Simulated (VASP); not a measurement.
# ZrB (Immm) in VASP: further runs

The runs below take ZrB through single point, with PBEsol.

All numbers are computed with VASP 6.6.1; they aren't measurements. Logs are shortened: lines on timing, memory, paths and dates and some standing lists are left out, and cuts for length are marked.

**1. The cell of the first run**

It takes space group Immm (No. 71, orthorhombic). The conventional cell has a = 3.276 Å, b = 3.300 Å, c = 4.650 Å, α = 90.00°, β = 90.00°, γ = 90.00°. Zr (site symmetry mmm) has 6 B at 2.33 Å within 3.1 Å. Within 3.1 Å of B (site symmetry mmm) lie 6 Zr at 2.33 Å.

**2. Single point, PBEsol (strain +0.0075 x Voigt [0, 0, 0, 0, 1, 0])**

INCAR

```
SYSTEM = ZrB
PREC = Accurate ; ENCUT = 520
EDIFF = 1E-6 ; ISMEAR = 0
SIGMA = 0.15 ; LREAL = .FALSE.
LASPH = .TRUE. ; NELM = 100
ALGO = Normal ; ISIF = 2
LWAVE = .FALSE. ; LCHARG = .TRUE.
GGA = PS ; LELF = .TRUE.
LVHAR = .TRUE. ; NBANDS = 14
```

KPOINTS

```
Automatic mesh
0
G
  18 18 18
  0 0 0
```

POSCAR

```
ZrB
1.0
    0.0087187500      2.3250000000      2.3250000000
    2.3337187500      0.0000000000      2.3337187500
    2.3250000000      2.3250000000      0.0087187500
Zr B
1 1
Direct
    0.0000000000      0.0000000000      0.0000000000
    0.5000000000      0.5000000000      0.5000000000
```

Potentials or basis: VASP PAW PBE potentials, release 64 (Zr_sv, B).

Started as:

```bash
> cat potpaw_PBE.64/Zr_sv/POTCAR potpaw_PBE.64/B/POTCAR > POTCAR
> mpirun -np 1 vasp_std > vasp.out
```

OUTCAR:

```text
SYSTEM = ZrB
   PREC = Accurate
   ENCUT = 520
   EDIFF = 1E-6
   ISMEAR = 0
   LREAL = .FALSE.
   LASPH = .TRUE.
   NELM = 100
   ISIF = 2
   GGA = PS

 ion  position               nearest neighbor table
   1  0.000  0.000  0.000-   2 2.33   2 2.33   2 2.33   2 2.33   2 2.33   2 2.33
   2  0.500  0.500  0.500-   1 2.33   1 2.33   1 2.33   1 2.33   1 2.33   1 2.33

  LATTYP: Found a body centered orthorhombic cell.
 ALAT       =     3.2757163580
 B/A-ratio  =     1.0075282309
 C/A-ratio  =     1.4195368255

  Lattice vectors:

 A1 = (   0.0087187500,  -2.3250000000,   2.3250000000)
 A2 = (  -0.0087187500,  -2.3250000000,  -2.3250000000)
 A3 = (   2.3250000000,   2.3250000000,   0.0087187500)

Analysis of symmetry for initial positions (statically):
=====================================================================
 Subroutine PRICEL returns:
 Original cell was already a primitive cell.

 Routine SETGRP: Setting up the symmetry group for a
 body centered orthorhombic supercell.

 Subroutine GETGRP returns: Found  8 space group operations
 (whereof  8 operations were pure point group operations)
 out of a pool of  8 trial point group operations.

The static configuration has the point symmetry D_2h.

Analysis of symmetry for dynamics (positions and initial velocities):
=====================================================================
 Subroutine PRICEL returns:
 Original cell was already a primitive cell.

 Routine SETGRP: Setting up the symmetry group for a
 body centered orthorhombic supercell.

 Subroutine GETGRP returns: Found  8 space group operations
 (whereof  8 operations were pure point group operations)
 out of a pool of  8 trial point group operations.

The dynamic configuration has the point symmetry D_2h.

 Subroutine INISYM returns: Found  8 space group operations
 (whereof  8 operations are pure point group operations),
 and found     1 'primitive' translations

----------------------------------------------------------------------------------------

                                     Primitive cell

  volume of cell :      25.1358

  direct lattice vectors                    reciprocal lattice vectors
     0.008718750  2.325000000  2.325000000    -0.215863251  0.215053763  0.215863251
     2.333718750  0.000000000  2.333718750     0.214250325 -0.215053763  0.214250325
     2.325000000  2.325000000  0.008718750     0.215863251  0.215053763 -0.215863251

  length of vectors
[... 92 lines left out ...]
   PSTRESS=    0.0 pullay stress
   NELECT =      15.0000    total number of electrons
   NUPDOWN=      -1.0000    fix difference up-down
   EMIN   =  10.00;   EMAX   =-10.00  energy-range for DOS
   EFERMI =   0.00;   METHOD = LEGACY
   ISMEAR =     0;   SIGMA  =   0.15  broadening in eV -4-tet -1-fermi 0-gaus
   EFERMI_NEDOS =   21; number of points for ismear=-14 and -15
   IALGO  =     38    algorithm
   IMIX   =      4    mixing-type and parameters
     AMIX     =   0.40;   BMIX     =  1.00
     AMIX_MAG =   1.60;   BMIX_MAG =  1.00
  volume/ion in A,a.u.               =      12.57        84.81
  Fermi-wavevector in a.u.,A,eV,Ry     =   1.378291  2.604593 25.846807  1.899687
  Thomas-Fermi vector in A             =   2.503366
   LORBIT       =      0    0 simple, 1 ext, 2 COOP (PROOUT), +10 PAW based schemes
   GGA     = PS    functional components
   LHFCALC =     F    Hartree Fock is set to
   AEXX    =    0.0000 exact exchange contribution
   IVDW    =     0    specifies the selected vdW correction
   LEPSILON=     F    determine dielectric tensor
   LRPA    =     F    only Hartree local field effects (RPA)
 non-spin polarized calculation
 Gauss-broadening in eV      SIGMA  =   0.15
  energy-cutoff  :      520.00
  volume of cell :       25.14
 maximum number of plane-waves:       692
   NGX = 13   NGY = 13   NGZ = 13

 number of electron      15.0000000 magnetization

 Free energy of the ion-electron system (eV)
  ---------------------------------------------------
  ext. energy  EPLUGINS =         0.00000000
  ---------------------------------------------------
  free energy    TOTEN  =       -16.62147241 eV

  energy without entropy =      -16.60906909  energy(sigma->0) =      -16.61527075

 E-fermi :   8.9052     XC(G=0): -12.3313

 val. band max:        8.9046435413   @ k =   0.3889  -0.3889   0.1111
 cond. band min:       8.9063041927   @ k =   0.0556   0.2778   0.0556
 fundamental gap:      0.0016606514
 Fermi energy:         8.9052354858

 k-point     1 :       0.0000    0.0000    0.0000
  band No.  band energies     occupation
      1     -37.7518      2.00000
      2     -15.5289      2.00000
      3     -15.5217      2.00000
      4     -15.5147      2.00000
      5       0.5990      2.00000
      6      10.7468      0.00000
      7      10.7983      0.00000
      8      10.8525      0.00000
      9      12.6083      0.00000
     10      12.6083      0.00000
     11      12.7318      0.00000
     12      12.7608      0.00000
     13      12.7910      0.00000
     14      20.0113      0.00000
[... 377 lines left out ...]
      1     -37.6706      2.00000
      2     -16.1587      2.00000
      3     -15.6250      2.00000
      4     -15.5729      2.00000
      5       2.6963      2.00000
      6       7.3806      2.00000
      7       8.2318      2.00000
      8       8.4312      1.99999
      9      12.6574      0.00000
     10      13.2807      0.00000
     11      14.3439      0.00000
     12      18.4759      0.00000
     13      19.8955      0.00000
     14      21.1787      0.00000

 [... further k-points ...]

------------------------ aborting loop because EDIFF is reached ----------------------------------------

  FORCE on cell =-STRESS in cart. coord.  units (eV):
  Direction    XX          YY          ZZ          XY          YZ          ZX
  --------------------------------------------------------------------------------------
  -------------------------------------------------------------------------------------
  Total        4.6625911      4.6632729      4.6625911      0.0000000      0.0000000     -0.0663287
  in kB      297.1975006    297.2409597    297.1975006      0.0000000      0.0000000     -4.2278445
  external PRESSURE =     297.2119870 kB  Pullay stress =       0.0000000 kB

 VOLUME and BASIS-vectors are now :
 -----------------------------------------------------------------------------
  energy-cutoff  :      520.00
  volume of cell :       25.14
      direct lattice vectors                 reciprocal lattice vectors
     0.008718750  2.325000000  2.325000000    -0.215863251  0.215053763  0.215863251
     2.333718750  0.000000000  2.333718750     0.214250325 -0.215053763  0.214250325
     2.325000000  2.325000000  0.008718750     0.215863251  0.215053763 -0.215863251

 POSITION                                       TOTAL-FORCE (eV/Angst)
 -----------------------------------------------------------------------------------
      0.00000      0.00000      0.00000         0.000000      0.000000      0.000000
      2.33372      2.32500      2.33372        -0.000000      0.000000     -0.000000
 -----------------------------------------------------------------------------------
    total drift:                                0.000000     -0.000000     -0.000000

  FREE ENERGIE OF THE ION-ELECTRON SYSTEM (eV)
  ---------------------------------------------------
  free  energy   TOTEN  =       -16.6214724115 eV

  energy  without entropy=      -16.6090690857  energy(sigma->0) =      -16.61527075
```

stdout:

```text
POSCAR found type information on POSCAR ZrB
 POSCAR found :  2 types and       2 ions
 scaLAPACK will be used
 -----------------------------------------------------------------------------
|                                                                             |
|                                                                             |
|     You enforced a specific xc type in the INCAR file but a different       |
|     I HOPE YOU KNOW WHAT YOU ARE DOING!                                     |
|                                                                             |
 -----------------------------------------------------------------------------

 LDA part: xc-table for (Slater+PW92), standard interpolation
 POSCAR, INCAR and KPOINTS ok, starting setup
 FFT: planning ... GRIDC
 FFT: planning ... GRID_SOFT
 FFT: planning ... GRID
 WAVECAR not read
 entering main loop
```

Run time: 2.3 min. Hardware: 1 thread of Intel Xeon 6975P-C (Granite Rapids), shared host; peak memory 0.41 GiB.

Results:

| Item | Value |
| --- | --- |
| Free energy | -16.6215 eV |
| Pressure | 29.7 GPa |
| Band gap on the k mesh | zero (an odd number of electrons rules out a gap without spin polarisation) |

Caveat: the cell differs from its parent crystal (strain +0.0075 x Voigt [0, 0, 0, 0, 1, 0]); the cell stands under pressure; the PAW data sets were made with another functional, which shifts forces and pressure a little.

**3. Single point, PBEsol (strain +0.0025 x Voigt [0, 0, 0, 0, 1, 0])**

INCAR

```
  PREC = Accurate
  ENCUT = 520
  EDIFF = 1E-6
  ISMEAR = 0
  SIGMA = 0.15
  LREAL = False
  LASPH = True
  NELM = 100
  ALGO = Normal
  ISIF = 2
  LWAVE = False
  LCHARG = False
  GGA = PS
  NBANDS = 14
```

KPOINTS

```
regular mesh
0
Gamma
  18 18 18
```

POSCAR

```
ZrB
1.0
    0.0029062500      2.3250000000      2.3250000000
    2.3279062500      0.0000000000      2.3279062500
    2.3250000000      2.3250000000      0.0029062500
Zr B
1 1
Direct
    0.0000000000      0.0000000000      0.0000000000
    0.5000000000      0.5000000000      0.5000000000
```

Potentials or basis: VASP PAW PBE potentials, release 64 (Zr_sv, B).

Started as:

```bash
> cat potpaw_PBE.64/Zr_sv/POTCAR potpaw_PBE.64/B/POTCAR > POTCAR
> mpirun -np 1 vasp_std > vasp.out
```

OUTCAR:

```text
PREC = Accurate
   ENCUT = 520
   EDIFF = 1E-6
   ISMEAR = 0
   LREAL = False
   LASPH = True
   NELM = 100
   ISIF = 2
   GGA = PS

 ion  position               nearest neighbor table
   1  0.000  0.000  0.000-   2 2.33   2 2.33   2 2.33   2 2.33   2 2.33   2 2.33
   2  0.500  0.500  0.500-   1 2.33   1 2.33   1 2.33   1 2.33   1 2.33   1 2.33

  LATTYP: Found a body centered orthorhombic cell.
 ALAT       =     3.2839364744
 B/A-ratio  =     1.0025031289
 C/A-ratio  =     1.4159835418

  Lattice vectors:

 A1 = (   0.0029062500,  -2.3250000000,   2.3250000000)
 A2 = (  -0.0029062500,  -2.3250000000,  -2.3250000000)
 A3 = (   2.3250000000,   2.3250000000,   0.0029062500)

Analysis of symmetry for initial positions (statically):
=====================================================================
 Subroutine PRICEL returns:
 Original cell was already a primitive cell.

 Routine SETGRP: Setting up the symmetry group for a
 body centered orthorhombic supercell.

 Subroutine GETGRP returns: Found  8 space group operations
 (whereof  8 operations were pure point group operations)
 out of a pool of  8 trial point group operations.

[... 176 lines left out ...]
      6      10.7816      0.00000
      7      10.7991      0.00000
      8      10.8169      0.00000
      9      12.6076      0.00000
     10      12.6076      0.00000
     11      12.7512      0.00000
     12      12.7609      0.00000
     13      12.7708      0.00000
     14      20.0105      0.00000
[... 377 lines left out ...]
      1     -37.6714      2.00000
      2     -16.1595      2.00000
      3     -15.6218      2.00000
      4     -15.5720      2.00000
      5       2.6934      2.00000
      6       7.3702      2.00000
      7       8.2363      2.00000
      8       8.4486      1.99998
      9      12.6517      0.00000
     10      13.2909      0.00000
     11      14.3501      0.00000
     12      18.4625      0.00000
     13      19.8870      0.00000
     14      21.1656      0.00000

 [... further k-points ...]

------------------------ aborting loop because EDIFF is reached ----------------------------------------

  FORCE on cell =-STRESS in cart. coord.  units (eV):
  Direction    XX          YY          ZZ          XY          YZ          ZX
  --------------------------------------------------------------------------------------
  -------------------------------------------------------------------------------------
  Total        4.6625426      4.6626208      4.6625426      0.0000000      0.0000000     -0.0220521
  in kB      297.1906937    297.1956785    297.1906937      0.0000000      0.0000000     -1.4056000
  external PRESSURE =     297.1923553 kB  Pullay stress =       0.0000000 kB

 VOLUME and BASIS-vectors are now :
 -----------------------------------------------------------------------------
  energy-cutoff  :      520.00
  volume of cell :       25.14
      direct lattice vectors                 reciprocal lattice vectors
     0.002906250  2.325000000  2.325000000    -0.215322917  0.215053763  0.215322917
     2.327906250  0.000000000  2.327906250     0.214785282 -0.215053763  0.214785282
     2.325000000  2.325000000  0.002906250     0.215322917  0.215053763 -0.215322917

 POSITION                                       TOTAL-FORCE (eV/Angst)
 -----------------------------------------------------------------------------------
      0.00000      0.00000      0.00000         0.000000     -0.000000     -0.000000
      2.32791      2.32500      2.32791         0.000000      0.000000      0.000000
 -----------------------------------------------------------------------------------
    total drift:                                0.000000     -0.000000     -0.000000

  FREE ENERGIE OF THE ION-ELECTRON SYSTEM (eV)
  ---------------------------------------------------
  free  energy   TOTEN  =       -16.6217517661 eV

  energy  without entropy=      -16.6093120799  energy(sigma->0) =      -16.61553192
```

stdout:

```text
POSCAR found type information on POSCAR ZrB
 POSCAR found :  2 types and       2 ions
 scaLAPACK will be used
 -----------------------------------------------------------------------------
|                                                                             |
|                                                                             |
|     You enforced a specific xc type in the INCAR file but a different       |
|     I HOPE YOU KNOW WHAT YOU ARE DOING!                                     |
|                                                                             |
 -----------------------------------------------------------------------------

 LDA part: xc-table for (Slater+PW92), standard interpolation
 POSCAR, INCAR and KPOINTS ok, starting setup
 FFT: planning ... GRIDC
 FFT: planning ... GRID_SOFT
 FFT: planning ... GRID
 WAVECAR not read
 entering main loop
```

Run time: 1.9 min. Hardware: 1 thread of Intel Xeon 6975P-C (Granite Rapids), shared host; peak memory 0.41 GiB.

What came out:

```yaml
Free_energy: -16.6218 eV
Pressure: 29.7 GPa
Band_gap_on_the_k_mesh: zero (an odd number of electrons rules out a gap without spin polarisation)
```

Caveat: the cell differs from its parent crystal (strain +0.0025 x Voigt [0, 0, 0, 0, 1, 0]); the cell stands under pressure; the PAW data sets were made with another functional, which shifts forces and pressure a little.
